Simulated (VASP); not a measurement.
# Ba (Im-3m) in VASP: single point with PBEsol+D3(BJ)

Aim: the single point of Ba with PBEsol+D3(BJ).

Everything below comes from runs of VASP 6.6.1. Logs are shortened: lines on timing, memory, paths and dates and some standing lists are left out, and cuts for length are marked.

## Step 1: The cell of the first run

Symmetry: Im-3m, No. 229, cubic system. The conventional cell has a = 5.013 Å, b = 5.013 Å, c = 5.013 Å, α = 90.00°, β = 90.00°, γ = 90.00°. Within 5.7 Å of Ba (site symmetry m-3m) lie 14 Ba at 4.34 to 5.01 Å.

## Step 2: Single point, PBEsol+D3(BJ)

The input, INCAR:

```
SYSTEM = Ba
ALGO = Normal
EDIFF = 1E-6
ENCUT = 500
GGA = PS
GGA_COMPAT = .False.
ISIF = 2
ISMEAR = 1
IVDW = 12
LASPH = .True.
LCHARG = .False.
LREAL = .False.
LWAVE = .False.
NBANDS = 11
NELM = 120
PREC = Accurate
SIGMA = 0.01
```

The input, KPOINTS:

```
Automatic mesh
0
Gamma
  4 4 4
  0.5 0.5 0.5
```

The input, POSCAR:

```
Ba
1.0
   -2.5065000000      2.5065000000      2.5065000000
    2.5065000000     -2.5065000000      2.5065000000
    2.5065000000      2.5065000000     -2.5065000000
Ba
1
Direct
    0.0000000000      0.0000000000      0.0000000000
```

Potentials or basis: VASP PAW PBE potentials, release 64 (Ba_sv).

Launch:

```bash
$ cat potpaw_PBE.64/Ba_sv/POTCAR > POTCAR
$ mpirun -np 1 vasp_std > vasp.out
```

OUTCAR:

```text
SYSTEM = Ba
   EDIFF = 1E-6
   ENCUT = 500
   GGA = PS
   ISIF = 2
   ISMEAR = 1
   IVDW = 12
   LASPH = .True.
   LREAL = .False.
   NELM = 120
   PREC = Accurate
 IVDW          = 12

 ion  position               nearest neighbor table
   1  0.000  0.000  0.000-

  LATTYP: Found a body centered cubic cell.
 ALAT       =     5.0130000000

  Lattice vectors:

 A1 = (  -2.5065000000,   2.5065000000,   2.5065000000)
 A2 = (   2.5065000000,  -2.5065000000,   2.5065000000)
 A3 = (   2.5065000000,   2.5065000000,  -2.5065000000)

Analysis of symmetry for initial positions (statically):
=====================================================================
 Subroutine PRICEL returns:
 Original cell was already a primitive cell.

 Routine SETGRP: Setting up the symmetry group for a
 body centered cubic supercell.

 Subroutine GETGRP returns: Found 48 space group operations
 (whereof 48 operations were pure point group operations)
 out of a pool of 48 trial point group operations.

The static configuration has the point symmetry O_h .

Analysis of symmetry for dynamics (positions and initial velocities):
=====================================================================
 Subroutine PRICEL returns:
 Original cell was already a primitive cell.

 Routine SETGRP: Setting up the symmetry group for a
 body centered cubic supercell.

 Subroutine GETGRP returns: Found 48 space group operations
 (whereof 48 operations were pure point group operations)
 out of a pool of 48 trial point group operations.

The dynamic configuration has the point symmetry O_h .

 Subroutine INISYM returns: Found 48 space group operations
 (whereof 48 operations are pure point group operations),
 and found     1 'primitive' translations

----------------------------------------------------------------------------------------

                                     Primitive cell

  volume of cell :      62.9888

  direct lattice vectors                    reciprocal lattice vectors
    -2.506500000  2.506500000  2.506500000     0.000000000  0.199481348  0.199481348
     2.506500000 -2.506500000  2.506500000     0.199481348  0.000000000  0.199481348
     2.506500000  2.506500000 -2.506500000     0.199481348  0.199481348  0.000000000

  length of vectors
     4.341385349  4.341385349  4.341385349     0.282109228  0.282109228  0.282109228

  position of ions in fractional coordinates (direct lattice)
     0.000000000  0.000000000  0.000000000

  ion indices of the primitive-cell ions
   primitive index   ion index
                 1           1

----------------------------------------------------------------------------------------

 KPOINTS: Automatic mesh

Automatic generation of k-mesh.
 Grid dimensions read from file:
 generate k-points for:    4    4    4

 Generating k-lattice:

  Cartesian coordinates                     Fractional coordinates (reciprocal lattice)
     0.000000000  0.049870337  0.049870337     0.250000000  0.000000000  0.000000000
     0.049870337  0.000000000  0.049870337     0.000000000  0.250000000  0.000000000
     0.049870337  0.049870337  0.000000000     0.000000000  0.000000000  0.250000000

  Length of vectors
     0.070527307  0.070527307  0.070527307

  Shift w.r.t. Gamma in fractional coordinates (k-lattice)
     0.500000000  0.500000000  0.500000000

 Subroutine IBZKPT returns following result:
 ===========================================

 Found      6 irreducible k-points:

 Following reciprocal coordinates:
            Coordinates               Weight
  0.125000  0.125000  0.125000      8.000000
  0.375000  0.125000  0.125000     12.000000
 -0.125000  0.125000  0.125000      6.000000
 -0.375000  0.375000  0.125000     24.000000
 -0.375000 -0.375000  0.125000      8.000000
 -0.375000  0.375000  0.375000      6.000000
   k-points           NKPTS =      6   k-points in BZ     NKDIM =      6   number of bands    NBANDS=     11
   number of dos      NEDOS =    301   number of ions     NIONS =      1
   total plane-waves  NPLWV =  32768
   dimension x,y,z NGX =    32 NGY =   32 NGZ =   32
   dimension x,y,z NGXF=    64 NGYF=   64 NGZF=   64
   ions per type =               1
   NGX,Y,Z   is equivalent  to a cutoff of  12.25, 12.25, 12.25 a.u.
   NGXF,Y,Z  is equivalent  to a cutoff of  24.51, 24.51, 24.51 a.u.
 SYSTEM =  Ba
   PREC   = accura    normal or accurate (medium, high low for compatibility)
   ISTART =      0    job   : 0-new  1-cont  2-samecut
   ICHARG =      2    charge: 1-file 2-atom 10-const
   ISPIN  =      1    spin polarized calculation?
   LNONCOLLINEAR =      F non collinear calculations
   LSORBIT =      F    spin-orbit coupling
   LASPH  =      T    aspherical Exc in radial PAW
   ENCUT  =  500.0 eV  36.75 Ry    6.06 a.u.   7.92  7.92  7.92*2*pi/ulx,y,z
   NELM   =    120;   NELMIN=  2; NELMDL= -5     # of ELM steps
   EDIFF  = 0.1E-05   stopping-criterion for ELM
   LREAL  =      F    real-space projection
   EDIFFG = 0.1E-04   stopping-criterion for IOM
   NSW    =      0    number of steps for IOM
   IBRION =     -1    ionic relax: 0-MD 1-quasi-New 2-CG
   NFREE  =      0    steps in history (QN), initial steepest desc. (CG)
   ISIF   =      2    stress and relaxation
   ISYM   =      2    0-nonsym 1-usesym 2-fastsym
   POTIM  = 0.5000    time-step for ionic-motion
   TEBEG  =    0.0;   TEEND  =   0.0 temperature during run
   PSTRESS=    0.0 pullay stress
   NELECT =      10.0000    total number of electrons
   NUPDOWN=      -1.0000    fix difference up-down
   EMIN   =  10.00;   EMAX   =-10.00  energy-range for DOS
   EFERMI =   0.00;   METHOD = LEGACY
   ISMEAR =     1;   SIGMA  =   0.01  broadening in eV -4-tet -1-fermi 0-gaus
   EFERMI_NEDOS =   21; number of points for ismear=-14 and -15
   IALGO  =     38    algorithm
   IMIX   =      4    mixing-type and parameters
     AMIX     =   0.40;   BMIX     =  1.00
     AMIX_MAG =   1.60;   BMIX_MAG =  1.00
  volume/ion in A,a.u.               =      62.99       425.07
  Fermi-wavevector in a.u.,A,eV,Ry     =   0.886449  1.675146 10.691349  0.785792
  Thomas-Fermi vector in A             =   2.007617
   LORBIT       =      0    0 simple, 1 ext, 2 COOP (PROOUT), +10 PAW based schemes
   GGA     = PS    functional components
   LHFCALC =     F    Hartree Fock is set to
   AEXX    =    0.0000 exact exchange contribution
   IVDW    =    12    specifies the selected vdW correction
   LEPSILON=     F    determine dielectric tensor
   LRPA    =     F    only Hartree local field effects (RPA)
 non-spin polarized calculation
 Methfessel and Paxton  Order N= 1 SIGMA  =   0.01
  energy-cutoff  :      500.00
  volume of cell :       62.99
 maximum number of plane-waves:      1604
   NGX = 15   NGY = 15   NGZ = 15

 number of electron      10.0000000 magnetization

 number of electron       9.9999999 magnetization

 Free energy of the ion-electron system (eV)
  ---------------------------------------------------
  ext. energy  EPLUGINS =         0.00000000
  ---------------------------------------------------
  free energy    TOTEN  =        -2.15287367 eV

  energy without entropy =       -2.15261142  energy(sigma->0) =       -2.15278625

 E-fermi :   1.8141     XC(G=0):  -7.5050

 val. band max:        1.3308355365   @ k =  -0.3750   0.3750   0.3750
 cond. band min:       1.8191891272   @ k =  -0.3750  -0.3750   0.1250
 fundamental gap:      0.4883535907
 Fermi energy:         1.8140992207

 k-point     1 :       0.1250    0.1250    0.1250
  band No.  band energies     occupation
      1     -27.2899      2.00000
      2     -12.5582      2.00000
      3     -12.3078      2.00000
      4     -12.3078      2.00000
      5       0.2481      2.00000
      6       2.3714      0.00000
      7       2.3714      0.00000
      8       4.8641      0.00000
      9       4.8641      0.00000
     10       5.3525      0.00000
     11       9.5075      0.00000

 k-point     2 :       0.3750    0.1250    0.1250
  band No.  band energies     occupation
      1     -27.2735      2.00000
      2     -12.6479      2.00000
      3     -12.4422      2.00000
      4     -12.3204      2.00000
      5       1.2187      2.00000
      6       2.0599      0.00000
      7       2.4668      0.00000
      8       5.0136      0.00000
      9       5.3781      0.00000
     10       6.5415      0.00000
     11       7.3450      0.00000

 k-point     3 :      -0.1250    0.1250    0.1250
  band No.  band energies     occupation
      1     -27.3062      2.00000
      2     -12.3438      2.00000
      3     -12.2954      2.00000
      4     -12.2954      2.00000
      5      -0.6655      2.00000
      6       3.2324      0.00000
      7       3.2324      0.00000
      8       3.6448      0.00000
      9       3.7426      0.00000
     10       5.1593      0.00000
     11       9.5716      0.00000

 k-point     4 :      -0.3750    0.3750    0.1250
  band No.  band energies     occupation
      1     -27.2764      2.00000
      2     -12.6356      2.00000
      3     -12.4040      2.00000
      4     -12.3035      2.00000
      5       0.7142      2.00000
      6       2.2883      0.00000
      7       2.6237      0.00000
      8       4.0480      0.00000
      9       5.3231      0.00000
     10       5.6902      0.00000
     11       8.0356      0.00000

 k-point     5 :      -0.3750   -0.3750    0.1250
  band No.  band energies     occupation
      1     -27.2629      2.00000
      2     -12.5869      2.00000
      3     -12.5869      2.00000
      4     -12.3402      2.00000
      5       1.8192      0.25001
      6       1.8192      0.24999
      7       2.0358      0.00000
      8       4.8856      0.00000
      9       4.8856      0.00000
     10       6.6018      0.00000
     11       8.1034      0.00000

 k-point     6 :      -0.3750    0.3750    0.3750
  band No.  band energies     occupation
      1     -27.2523      2.00000
      2     -12.5695      2.00000
      3     -12.5245      2.00000
      4     -12.5245      2.00000
      5       1.2586      2.00000
      6       1.3308      2.00000
      7       4.3258      0.00000
      8       4.3258      0.00000
      9       4.8628      0.00000
     10       5.6130      0.00000
     11       8.5091      0.00000

------------------------ aborting loop because EDIFF is reached ----------------------------------------

 Edisp (eV)   -0.25070

 E8    (eV) :    -0.1976

  FORCE on cell =-STRESS in cart. coord.  units (eV):
  Direction    XX          YY          ZZ          XY          YZ          ZX
  --------------------------------------------------------------------------------------
  -------------------------------------------------------------------------------------
  Total      -0.59246    -0.59246    -0.59246    -0.00000    -0.00000     0.00000
  in kB     -15.06973   -15.06973   -15.06973    -0.00000    -0.00000     0.00000
  external pressure =      -15.07 kB  Pullay stress =        0.00 kB

 VOLUME and BASIS-vectors are now :
 -----------------------------------------------------------------------------
  energy-cutoff  :      500.00
  volume of cell :       62.99
      direct lattice vectors                 reciprocal lattice vectors
    -2.506500000  2.506500000  2.506500000     0.000000000  0.199481348  0.199481348
     2.506500000 -2.506500000  2.506500000     0.199481348  0.000000000  0.199481348
     2.506500000  2.506500000 -2.506500000     0.199481348  0.199481348  0.000000000

 POSITION                                       TOTAL-FORCE (eV/Angst)
 -----------------------------------------------------------------------------------
      0.00000      0.00000      0.00000         0.000000      0.000000     -0.000000
 -----------------------------------------------------------------------------------
    total drift:                                0.000000      0.000000     -0.000000

  FREE ENERGIE OF THE ION-ELECTRON SYSTEM (eV)
  ---------------------------------------------------
  free  energy   TOTEN  =        -2.4035779890 eV

  energy  without entropy=       -2.4033157351  energy(sigma->0) =       -2.40349057
```

It took 5.1 s on 1 thread of AMD EPYC 7R43 (Zen 3), shared host; peak memory 0.14 GiB.

What came out:

```yaml
Free_energy: -2.4036 eV
Pressure: -1.5 GPa
Band_gap_on_the_k_mesh: zero (bands 5 and 6 overlap by 0.49 eV)
Dispersion_energy_per_atom: -0.251 eV
```

Levels at points of the mesh, in eV from the Fermi level:
```csv
k point,band 3,band 4,band 5,band 6,band 7,band 8
"(0.12, 0.12, 0.12)",-14.12,-14.12,-1.57,0.56,0.56,3.05
```

Caveat: the k points lie up to 0.44 Å⁻¹ apart; the PAW data sets were made with another functional, which shifts forces and pressure a little; spin-orbit coupling is left out, which moves the levels of the heavy elements.
